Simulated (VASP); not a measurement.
# Cs: relaxation of cell and atoms with PBEsol

Cs:

```xyz
1
Lattice="4.2938 0.0000 0.0000 0.0000 4.2938 0.0000 0.0000 0.0000 4.2938" Properties=species:S:1:pos:R:3 pbc="T T T"
Cs    0.0000    0.0000    0.0000
```

```json
{
 "Program": "VASP 6.6.1",
 "Task": "relaxation of cell and atoms",
 "Functional": "PBEsol",
 "Potentials or basis": "VASP PAW PBE potentials, release 64 (Cs_sv)",
 "Cutoff": "600 eV",
 "k mesh": "9 × 9 × 9",
 "Occupations": "fermi-dirac, width 0.05 eV",
 "Spin": "no spin polarisation",
 "Target pressure": "1 GPa",
 "Dipole correction": "no",
 "Further INCAR settings": "ALGO = Normal; EDIFF = 1e-07; IBRION = 2; EDIFFG = -0.005; NSW = 32; ISIF = 3"
}
```

```
Pressure after relaxing : 1.0 GPa
```

Final structure:
```
Cs
1.0
     4.29385    0.00000    0.00000
     0.00000    4.29385    0.00000
     0.00000    0.00000    4.29385
Cs
1
Direct
  0.00000 0.00000 0.00000
```

Levels at points of the mesh, in eV from the Fermi level:
| k point | band 2 | band 3 | band 4 | band 5 | band 6 | band 7 | band 8 |
| --- | --- | --- | --- | --- | --- | --- | --- |
| (0.00, 0.00, 0.00) | -10.44 | -10.44 | -10.44 | -1.98 | 1.15 | 1.15 | 5.63 |

Wall time 10 s on 1 thread of AMD EPYC 9R45 96-Core Processor (Zen 5) (shared host), peak memory 0.18 GiB.

Caveat: the relaxation stopped at its first step, so nothing moved; the cell is relaxed towards a set pressure, so the enthalpy falls and the energy may rise; the PAW data sets were made with another functional, which shifts forces and pressure a little; spin-orbit coupling is left out, which moves the levels of the heavy elements.
